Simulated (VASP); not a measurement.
Crystal: Sb.

```
Sb
1.0
     2.18255    1.26009    3.80745
    -2.18255    1.26009    3.80745
     0.00000   -2.52019    3.80745
Sb
2
Direct
  0.76651 0.76651 0.76651
  0.23349 0.23349 0.23349
```

Base run:

| Property | Result |
| --- | --- |
| Program | VASP 6.6.1 |
| Functional | LDA |
| Potentials or basis | VASP PAW LDA potentials, release 64 (Sb) |
| Cutoff | 520 eV |
| k mesh | 8 × 8 × 8 |
| Occupations | fermi-dirac, width 0.05 eV |
| Spin | no spin polarisation |

Its results: band gap on the k mesh zero (band 5 reaches 6.68 eV, above the bottom of band 6 at 6.39 eV); pressure -3.0 GPa; largest force 0.119 eV/Å.

Question: The run is repeated on the same cell with these changes: functional from LDA to r2SCAN; potentials or basis from VASP PAW LDA potentials, release 64 (Sb) to VASP PAW PBE potentials, release 64 (Sb). What comes out?

Answer: Band gap on the k mesh zero (band 5 reaches 6.87 eV, above the bottom of band 6 at 6.67 eV); pressure -0.5 GPa; largest force 0.164 eV/Å.

Caveats: spin-orbit coupling is left out, which moves the levels of the heavy elements; the PAW data sets were made with another functional, which shifts forces and pressure a little (some runs).
